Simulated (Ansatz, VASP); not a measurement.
One calculation of AlCu3, two programs

```
CELL_PARAMETERS angstrom
4.05037 0.00000 0.00000
0.00000 4.96477 0.00000
0.00000 0.00000 4.33854
ATOMIC_POSITIONS crystal
Al 0.00000 0.00000 0.66423
Al 0.50000 0.50000 0.33577
Cu 0.00000 0.50000 0.66808
Cu 0.50000 0.00000 0.33192
Cu 0.00000 0.25102 0.16391
Cu 0.00000 0.74898 0.16391
Cu 0.50000 0.24898 0.83609
Cu 0.50000 0.75102 0.83609
```

Change from the starting cell: strain -0.030 along x and y, -0.030 along z, atoms carried along.

Alike in both runs: task single point; functional PBEsol; k mesh 10 × 8 × 10; occupations gaussian, width 0.15 eV; no spin polarisation.

```csv
,VASP,Ansatz
version,VASP 6.6.1,Ansatz 0.2.0
potentials or method,"VASP PAW PBE potentials, release 64 (Al, Cu), cutoff 520 eV","scalar-relativistic, plane waves, PAW"
valence electrons in the cell,72,120
```

|  | VASP | Ansatz | Ansatz less VASP |
| --- | --- | --- | --- |
| gap on the k mesh at the Fermi level (eV) | none | none | - |
| pressure (GPa) | 17.8 | 17.3 | -0.47 |
| traceless stress, the component that is largest in VASP (GPa) | -0.41 | -0.39 | +0.020 |
| rms of the force components (eV/Å) | 0.012 | 0.012 | 0.0000 |

VASP's potentials were made for PBE, not for PBEsol. Atom by atom the forces differ by 0.002 eV/Å (rms over components). A gap of «none» marks a metal or a gap that the smearing closes. With one functional, cell and mesh, what is left measures potentials, basis and numerics. VASP's potentials hold 72 valence electrons a cell and Ansatz's 120, so a difference there can come from the potentials and not from the codes.
